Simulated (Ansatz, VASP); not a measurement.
## Mg2Sn: VASP beside Ansatz

```
Mg Sn
1.0
     0.00000    3.37322    3.37322
     3.37322    0.00000    3.37322
     3.37322    3.37322    0.00000
Mg Sn
2 1
Direct
  0.25000 0.25000 0.25000
  0.75000 0.75000 0.75000
  0.00000 0.00000 0.00000
```

Alike in both runs: functional PBEsol; k mesh 12 × 12 × 12; occupations gaussian, width 0.1 eV; no spin polarisation.

Ansatz relaxed the structure, and its values are those at the end. VASP's run is a single point on that final structure, the one shown.

|  | VASP | Ansatz |
| --- | --- | --- |
| version | VASP 6.6.1 | Ansatz 0.2.0 |
| potentials or method | VASP PAW PBE potentials, release 64 (Mg, Sn_d), cutoff 600 eV | scalar-relativistic, plane waves, PAW |
| valence electrons in the cell | 18 | 34 |

VASP gave:

| Property | Result |
| --- | --- |
| gap on the k mesh at the Fermi level (eV) | none |
| pressure (GPa) | -0.1 |

Question: Which values does Ansatz return?

Answer: gap on the k mesh at the Fermi level (eV): none; pressure (GPa): 0.0.

VASP's potentials were made for PBE, not for PBEsol. A gap of «none» marks a metal or a gap that the smearing closes. The functional is the same, so the differences come from potentials, cutoffs and numerics. VASP's potentials hold 18 valence electrons a cell and Ansatz's 34, so a difference there can come from the potentials and not from the codes.
